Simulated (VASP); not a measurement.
Crystal: NbAs.

```xyz
4
Lattice="-1.7259 1.7259 5.8400 1.7259 -1.7259 5.8400 1.7259 1.7259 -5.8400" Properties=species:S:1:pos:R:3 pbc="T T T"
Nb    0.0000    0.0000    0.0000
Nb    0.0000    1.7258    2.9200
As    0.0000    0.0000    4.8589
As    1.7259    0.0000    1.9389
```

| Property | Result |
| --- | --- |
| Program | VASP 6.6.1 |
| Task | relaxation of cell and atoms |
| Functional | PBE |
| Potentials or basis | VASP PAW PBE potentials, release 64 (Nb_sv, As) |
| Cutoff | 600 eV |
| k mesh | 14 × 14 × 14 |
| Occupations | gaussian, width 0.05 eV |
| Spin | no spin polarisation |

At the start: pressure 3.3 GPa; volume 17.39 Å³/atom.

Task: Where does the relaxation end?

Result: Over 7 steps the energy falls by 5.2 meV/atom and the volume is 17.72 Å³/atom (+1.9 %); space group I4_1md (No. 109, to 0.05 Å).

Step by step:
```
step  energy change (eV)  largest force (eV/Å)  pressure (GPa)  volume (Å³)
   1              0.0000                0.2967            3.29        69.58
   2              0.0168                0.0630           -4.92        73.24
   3             -0.0187                0.1302           -0.38        71.08
   4             -0.0204                0.0123            0.06        70.89
   5             -0.0204                0.0087            0.00        70.92
   6             -0.0206                0.0045            0.00        70.91
   7             -0.0206                0.0002            0.00        70.89
```

Final structure:
```cif
data_structure
_symmetry_space_group_name_H-M 'P 1'
_symmetry_Int_Tables_number 1
_cell_length_a 6.3688
_cell_length_b 6.3688
_cell_length_c 6.3688
_cell_angle_alpha 148.351
_cell_angle_beta 148.351
_cell_angle_gamma 45.367
_cell_volume 70.89
loop_
_atom_site_label
_atom_site_type_symbol
_atom_site_fract_x
_atom_site_fract_y
_atom_site_fract_z
_atom_site_occupancy
Nb1 Nb 0.99890 0.99890 0.00000 1
Nb2 Nb 0.74890 0.24890 0.50000 1
As1 As 0.41710 0.41710 0.00000 1
As2 As 0.16710 0.66710 0.50000 1
```
